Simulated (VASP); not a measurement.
# MgO (Fm-3m) in VASP: settings compared, part 3 of 3

VASP 6.6.1. The steps go on from the part before.

## Step 4: Single point, PBEsol

This run uses another cell than the first one, of 8.89 Å³/atom, 0.950 times its volume.

The input, INCAR:

```
SYSTEM = MgO
  PREC = Accurate
  ENCUT = 600
  EDIFF = 1E-6
  ISMEAR = 0
  SIGMA = 0.01
  LREAL = .False.
  LASPH = .True.
  NELM = 120
  ALGO = Normal
  ISIF = 2
  LWAVE = .False.
  LCHARG = .False.
  GGA = PS
  NBANDS = 11
  GGA_COMPAT = .False.
```

The input, KPOINTS:

```
Automatic mesh
0
Gamma
  10 10 10
  0 0 0
```

The input, POSCAR:

```
MgO
1.0
    0.0000000000      2.0712886132      2.0712886132
    2.0712886132      0.0000000000      2.0712886132
    2.0712886132      2.0712886132      0.0000000000
Mg O
1 1
Direct
    0.0000000000      0.0000000000      0.0000000000
    0.5000000000      0.5000000000      0.5000000000
```

Potentials or basis: VASP PAW PBE potentials, release 64 (Mg, O).

Launch:

```
cat potpaw_PBE.64/Mg/POTCAR potpaw_PBE.64/O/POTCAR > POTCAR
mpirun -np 1 vasp_std > vasp.out
```

OUTCAR:

```text
SYSTEM = MgO
   PREC = Accurate
   ENCUT = 600
   EDIFF = 1E-6
   ISMEAR = 0
   LREAL = .False.
   LASPH = .True.
   NELM = 120
   ISIF = 2
   GGA = PS

 ion  position               nearest neighbor table
   1  0.000  0.000  0.000-   2 2.07   2 2.07   2 2.07   2 2.07   2 2.07   2 2.07
   2  0.500  0.500  0.500-   1 2.07   1 2.07   1 2.07   1 2.07   1 2.07   1 2.07

  LATTYP: Found a face centered cubic cell.
 ALAT       =     4.1425772264

  Lattice vectors:

 A1 = (   0.0000000000,   2.0712886132,   2.0712886132)
 A2 = (   2.0712886132,   0.0000000000,   2.0712886132)
 A3 = (   2.0712886132,   2.0712886132,   0.0000000000)

Analysis of symmetry for initial positions (statically):
=====================================================================
 Subroutine PRICEL returns:
 Original cell was already a primitive cell.

 Routine SETGRP: Setting up the symmetry group for a
 face centered cubic supercell.

 Subroutine GETGRP returns: Found 48 space group operations
 (whereof 48 operations were pure point group operations)
 out of a pool of 48 trial point group operations.

The static configuration has the point symmetry O_h .

Analysis of symmetry for dynamics (positions and initial velocities):
=====================================================================
 Subroutine PRICEL returns:
 Original cell was already a primitive cell.

 Routine SETGRP: Setting up the symmetry group for a
 face centered cubic supercell.

 Subroutine GETGRP returns: Found 48 space group operations
 (whereof 48 operations were pure point group operations)
 out of a pool of 48 trial point group operations.

The dynamic configuration has the point symmetry O_h .

 Subroutine INISYM returns: Found 48 space group operations
 (whereof 48 operations are pure point group operations),
 and found     1 'primitive' translations

----------------------------------------------------------------------------------------

                                     Primitive cell

  volume of cell :      17.7726

  direct lattice vectors                    reciprocal lattice vectors
     0.000000000  2.071288613  2.071288613    -0.241395620  0.241395620  0.241395620
     2.071288613  0.000000000  2.071288613     0.241395620 -0.241395620  0.241395620
     2.071288613  2.071288613  0.000000000     0.241395620  0.241395620 -0.241395620

  length of vectors
     2.929244448  2.929244448  2.929244448     0.418109479  0.418109479  0.418109479

  position of ions in fractional coordinates (direct lattice)
     0.000000000  0.000000000  0.000000000
     0.500000000  0.500000000  0.500000000

  ion indices of the primitive-cell ions
   primitive index   ion index
                 1           1
                 2           2

----------------------------------------------------------------------------------------

 KPOINTS: Automatic mesh

Automatic generation of k-mesh.
 Grid dimensions read from file:
 generate k-points for:   10   10   10

 Generating k-lattice:

  Cartesian coordinates                     Fractional coordinates (reciprocal lattice)
    -0.024139562  0.024139562  0.024139562     0.100000000  0.000000000  0.000000000
     0.024139562 -0.024139562  0.024139562     0.000000000  0.100000000  0.000000000
     0.024139562  0.024139562 -0.024139562     0.000000000  0.000000000  0.100000000

  Length of vectors
     0.041810948  0.041810948  0.041810948

  Shift w.r.t. Gamma in fractional coordinates (k-lattice)
     0.000000000  0.000000000  0.000000000

 Subroutine IBZKPT returns following result:
 ===========================================

 Found     47 irreducible k-points:

 Following reciprocal coordinates:
            Coordinates               Weight
  0.000000  0.000000  0.000000      1.000000
  0.100000  0.000000  0.000000      8.000000
  0.200000  0.000000  0.000000      8.000000
  0.300000  0.000000  0.000000      8.000000
  0.400000  0.000000  0.000000      8.000000
  0.500000  0.000000  0.000000      4.000000
[... 16 lines left out ...]
  0.300000  0.300000  0.000000      6.000000
  0.400000  0.300000  0.000000     24.000000
 [... further k-points ...]
   k-points           NKPTS =     47   k-points in BZ     NKDIM =     47   number of bands    NBANDS=     11
   number of dos      NEDOS =    301   number of ions     NIONS =      2
   total plane-waves  NPLWV =  13824
   dimension x,y,z NGX =    24 NGY =   24 NGZ =   24
   dimension x,y,z NGXF=    48 NGYF=   48 NGZF=   48
   ions per type =               1   1
   NGX,Y,Z   is equivalent  to a cutoff of  13.62, 13.62, 13.62 a.u.
   NGXF,Y,Z  is equivalent  to a cutoff of  27.24, 27.24, 27.24 a.u.
 SYSTEM =  MgO
   PREC   = accura    normal or accurate (medium, high low for compatibility)
   ISTART =      0    job   : 0-new  1-cont  2-samecut
   ICHARG =      2    charge: 1-file 2-atom 10-const
   ISPIN  =      1    spin polarized calculation?
   LNONCOLLINEAR =      F non collinear calculations
   LSORBIT =      F    spin-orbit coupling
   LASPH  =      T    aspherical Exc in radial PAW
   ENCUT  =  600.0 eV  44.10 Ry    6.64 a.u.   5.85  5.85  5.85*2*pi/ulx,y,z
   NELM   =    120;   NELMIN=  2; NELMDL= -5     # of ELM steps
   EDIFF  = 0.1E-05   stopping-criterion for ELM
   LREAL  =      F    real-space projection
   EDIFFG = 0.1E-04   stopping-criterion for IOM
   NSW    =      0    number of steps for IOM
   IBRION =     -1    ionic relax: 0-MD 1-quasi-New 2-CG
   NFREE  =      0    steps in history (QN), initial steepest desc. (CG)
   ISIF   =      2    stress and relaxation
   ISYM   =      2    0-nonsym 1-usesym 2-fastsym
   POTIM  = 0.5000    time-step for ionic-motion
   TEBEG  =    0.0;   TEEND  =   0.0 temperature during run
   PSTRESS=    0.0 pullay stress
   NELECT =       8.0000    total number of electrons
   NUPDOWN=      -1.0000    fix difference up-down
   EMIN   =  10.00;   EMAX   =-10.00  energy-range for DOS
   EFERMI =   0.00;   METHOD = LEGACY
   ISMEAR =     0;   SIGMA  =   0.01  broadening in eV -4-tet -1-fermi 0-gaus
   EFERMI_NEDOS =   21; number of points for ismear=-14 and -15
   IALGO  =     38    algorithm
   IMIX   =      4    mixing-type and parameters
     AMIX     =   0.40;   BMIX     =  1.00
     AMIX_MAG =   1.60;   BMIX_MAG =  1.00
  volume/ion in A,a.u.               =       8.89        59.97
  Fermi-wavevector in a.u.,A,eV,Ry     =   1.254645  2.370935 21.417396  1.574134
  Thomas-Fermi vector in A             =   2.388440
   LORBIT       =      0    0 simple, 1 ext, 2 COOP (PROOUT), +10 PAW based schemes
   GGA     = PS    functional components
   LHFCALC =     F    Hartree Fock is set to
   AEXX    =    0.0000 exact exchange contribution
   IVDW    =     0    specifies the selected vdW correction
   LEPSILON=     F    determine dielectric tensor
   LRPA    =     F    only Hartree local field effects (RPA)
 non-spin polarized calculation
 Gauss-broadening in eV      SIGMA  =   0.01
  energy-cutoff  :      600.00
  volume of cell :       17.77
 maximum number of plane-waves:       609
   NGX = 11   NGY = 11   NGZ = 11

 number of electron       7.9999999 magnetization

 Free energy of the ion-electron system (eV)
  ---------------------------------------------------
  ext. energy  EPLUGINS =         0.00000000
  ---------------------------------------------------
  free energy    TOTEN  =       -12.49195275 eV

  energy without entropy =      -12.49195275  energy(sigma->0) =      -12.49195275

 E-fermi :   3.5471     XC(G=0): -11.5538

 val. band max:        3.4501859560   @ k =   0.0000   0.0000   0.0000
 cond. band min:       8.5835806423   @ k =   0.0000   0.0000   0.0000
 fundamental gap:      5.1333946863
 Fermi energy:         3.5470832775

 k-point     1 :       0.0000    0.0000    0.0000
  band No.  band energies     occupation
      1     -14.0217      2.00000
      2       3.4502      2.00000
      3       3.4502      2.00000
      4       3.4502      2.00000
      5       8.5836      0.00000
      6      19.3602      0.00000
      7      19.3602      0.00000
      8      19.3602      0.00000
      9      23.3360      0.00000
     10      25.2796      0.00000
     11      25.2796      0.00000
[... 309 lines left out ...]
 k-point    24 :       0.4000    0.3000    0.0000
  band No.  band energies     occupation
      1     -12.6368      2.00000
      2      -0.3440      2.00000
      3       2.0526      2.00000
      4       2.2894      2.00000
      5      13.2900      0.00000
      6      13.7360      0.00000
      7      17.4670      0.00000
      8      22.1552      0.00000
      9      22.3692      0.00000
     10      28.8295      0.00000
     11      31.3597      0.00000

 [... further k-points ...]
[... 5 lines left out ...]
  --------------------------------------------------------------------------------------
  -------------------------------------------------------------------------------------
  Total        0.9256513      0.9256513      0.9256513      0.0000000      0.0000000      0.0000000
  in kB       83.4461205     83.4461205     83.4461205      0.0000000      0.0000000      0.0000000
  external PRESSURE =      83.4461205 kB  Pullay stress =       0.0000000 kB

 VOLUME and BASIS-vectors are now :
 -----------------------------------------------------------------------------
  energy-cutoff  :      600.00
  volume of cell :       17.77
      direct lattice vectors                 reciprocal lattice vectors
     0.000000000  2.071288613  2.071288613    -0.241395620  0.241395620  0.241395620
     2.071288613  0.000000000  2.071288613     0.241395620 -0.241395620  0.241395620
     2.071288613  2.071288613  0.000000000     0.241395620  0.241395620 -0.241395620

 POSITION                                       TOTAL-FORCE (eV/Angst)
 -----------------------------------------------------------------------------------
      0.00000      0.00000      0.00000        -0.000000     -0.000000      0.000000
      2.07129      2.07129      2.07129         0.000000      0.000000     -0.000000
 -----------------------------------------------------------------------------------
    total drift:                               -0.000000     -0.000000      0.000000

  FREE ENERGIE OF THE ION-ELECTRON SYSTEM (eV)
  ---------------------------------------------------
  free  energy   TOTEN  =       -12.4919527478 eV

  energy  without entropy=      -12.4919527478  energy(sigma->0) =      -12.49195275
```

Wall time 9.8 s (1 thread of Intel Xeon 6975P-C, shared host); peak memory 0.14 GiB.

What came out:

```yaml
Free_energy: -12.4920 eV
Pressure: 8.3 GPa
Band_gap_on_the_k_mesh: 5.13 eV, direct
```

Caveat: the PAW data sets were made with another functional, which shifts forces and pressure a little.

## Step 5: Relaxation of cell and atoms, PBEsol, target pressure 9 GPa, at which the enthalpy is minimised

The input, INCAR:

```
PREC = Accurate
ENCUT = 600
EDIFF = 1E-7
ISMEAR = 0
SIGMA = 0.01
LREAL = F
LASPH = T
NELM = 120
ALGO = Normal
ISIF = 3
LWAVE = F
LCHARG = F
GGA = PS
IBRION = 2
NSW = 80
EDIFFG = -0.001
PSTRESS = 90.0
GGA_COMPAT = F
NELMIN = 4
```

The input, KPOINTS:

```
Automatic mesh
0
Gamma
  10 10 10
```

The input, POSCAR:

```
MgO
1.0
    0.0000000000      2.1070853427      2.1070853427
    2.1070853427      0.0000000000      2.1070853427
    2.1070853427      2.1070853427      0.0000000000
Mg O
1 1
Direct
    0.0000000000      0.0000000000      0.0000000000
    0.5000000000      0.5000000000      0.5000000000
```

Launch:

```
cat potpaw_PBE.64/Mg/POTCAR potpaw_PBE.64/O/POTCAR > POTCAR
mpirun -np 1 vasp_std > vasp.out
```

Run time: 16 s. Hardware: 1 thread of Intel Xeon 6975P-C, shared host; peak memory 0.15 GiB.

Results (log left out):

```yaml
Free_energy: -12.4910 eV
Relaxed_volume: 8.86 Å³/atom
Relaxed_cell: a = 2.926 Å, b = 2.926 Å, c = 2.926 Å, α = 60.00°, β = 60.00°, γ = 60.00°
Space_group_after_relaxing_to_0.05_Å: Fm-3m (No. 225)
Energy_change_on_relaxing_the_enthalpy_is_what_falls: +12.2 meV/atom
Ionic_steps: 3
Pressure_after_relaxing: 9.0 GPa
Band_gap_on_the_k_mesh: 5.17 eV, direct
```

Step by step:
| step | energy change (eV) | largest force (eV/Å) | pressure (GPa) | volume (Å³) |
| --- | --- | --- | --- | --- |
| 1 | 0.0000 | 0.0000 | -0.72 | 18.71 |
| 2 | 0.0611 | 0.0000 | 14.92 | 17.22 |
| 3 | 0.0244 | 0.0000 | 9.00 | 17.71 |

Final structure:
```
Mg O
1.0
     0.00000    2.06886    2.06886
     2.06886    0.00000    2.06886
     2.06886    2.06886    0.00000
Mg O
1 1
Cartesian
  0.0000 0.0000 0.0000
  2.0689 2.0689 2.0689
```

Levels at points of the mesh, in eV from the valence-band top:
| k point | band 1 | band 2 | band 3 | band 4 | band 5 | band 6 | band 7 | band 8 |
| --- | --- | --- | --- | --- | --- | --- | --- | --- |
| (0.00, 0.00, 0.00) | -17.49 | 0.00 | 0.00 | 0.00 | 5.17 | 15.93 | 15.93 | 15.93 |
| (0.50, 0.00, 0.00) | -16.03 | -4.92 | -0.73 | -0.73 | 8.09 | 13.11 | 16.73 | 16.73 |
| (0.50, 0.50, 0.00) | -15.75 | -4.37 | -1.44 | -1.44 | 8.98 | 10.47 | 13.55 | 19.67 |

Caveat: the cell is relaxed towards a set pressure, so the enthalpy falls and the energy may rise; the PAW data sets were made with another functional, which shifts forces and pressure a little.

## Step 6: Single point, PBEsol+D3(BJ)

This run uses another cell than the first one, of 8.99 Å³/atom, 0.961 times its volume.

The input, INCAR:

```
  PREC = Accurate
  ENCUT = 600
  EDIFF = 1E-6
  ISMEAR = -5
  SIGMA = 0.05
  LREAL = F
  LASPH = T
  NELM = 120
  ALGO = Normal
  ISIF = 2
  LWAVE = F
  LCHARG = F
  GGA = PS
  IVDW = 12
  NBANDS = 11
  GGA_COMPAT = F
```

KPOINTS is that of step 5.

The input, POSCAR:

```
MgO
1.0
    0.0000000000      2.0796520557      2.0796520557
    2.0796520557      0.0000000000      2.0796520557
    2.0796520557      2.0796520557      0.0000000000
Mg O
1 1
Direct
    0.0000000000      0.0000000000      0.0000000000
    0.5000000000      0.5000000000      0.5000000000
```

Potentials or basis: VASP PAW PBE potentials, release 64 (Mg, O).

Launch:

```
cat potpaw_PBE.64/Mg/POTCAR potpaw_PBE.64/O/POTCAR > POTCAR
mpirun -np 1 vasp_std > vasp.out
```

Run time: 6.5 s. Hardware: 1 thread of Intel Xeon 6975P-C, shared host; peak memory 0.16 GiB.

The run converged. Its results:

| Item | Value |
| --- | --- |
| Free energy | -13.0209 eV |
| Pressure | 1.3 GPa |
| Band gap on the k mesh | 5.01 eV, direct |
| Dispersion energy per atom | -0.259 eV |

Levels at points of the mesh, in eV from the valence-band top:
```csv
k point,band 2,band 3,band 4,band 5,band 6,band 7
"(0.00, 0.00, 0.00)",0.00,0.00,0.00,5.01,15.84,15.84
"(0.50, 0.00, 0.00)",-4.85,-0.71,-0.71,7.99,12.93,16.57
"(0.50, 0.50, 0.00)",-4.30,-1.42,-1.42,8.96,10.29,13.38
```

Caveat: the PAW data sets were made with another functional, which shifts forces and pressure a little.

## Step 7: The runs side by side

| task | level | cell | smearing | gap on the mesh (eV) | pressure (GPa) |
| --- | --- | --- | --- | --- | --- |
| single point | PBEsol | a = 2.980 Å, angles 60.0°, 2 atoms | fermi-dirac 0.05 eV | 4.62 | -0.7 |
| relaxation of cell and atoms | PBEsol | relaxed to 40 GPa from a = 2.980 Å, angles 60.0°, 2 atoms | gaussian 0.01 eV | 6.54 | 40.0 |
| single point | PBEsol | a = 2.929 Å, angles 60.0°, 2 atoms | gaussian 0.01 eV | 5.13 | 8.3 |
| relaxation of cell and atoms | PBEsol | relaxed to 9 GPa from a = 2.980 Å, angles 60.0°, 2 atoms | gaussian 0.01 eV | 5.17 | 9.0 |
| single point | PBEsol+D3(BJ) | a = 2.941 Å, angles 60.0°, 2 atoms | tetrahedron | 5.01 | 1.3 |

Alike in all rows: potentials or basis VASP PAW PBE potentials, release 64 (Mg, O); no spin polarisation; k mesh 10 × 10 × 10; cutoff (eV) 600.

Caveats: the PAW data sets were made with another functional, which shifts forces and pressure a little; the cell is relaxed towards a set pressure, so the enthalpy falls and the energy may rise (some runs); the volume moved by over 15 % at a fixed basis, so the end points are rough (some runs).

Absolute energies hang on the potentials; compare differences alone.

## Step 8: Comparison with measurements

Step 2. A measured gap of MgO is 7.83 eV (quoted in “Electronic structure of alkaline earth and post-transition metal oxides”, 2009, arxiv:0908.1581); the calculated 4.62 eV misses it by -3.21 eV. The value is that of PBEsol, without temperature or zero-point motion. Semilocal functionals fall short of measured gaps as a rule.

Step 6. Against the measured gap of MgO, 7.83 eV (quoted in “Electronic structure of alkaline earth and post-transition metal oxides”, 2009, arxiv:0908.1581), the calculated 5.01 eV is off by -2.82 eV. The value is that of PBEsol+D3(BJ), without temperature or zero-point motion. Semilocal functionals fall short of measured gaps as a rule.
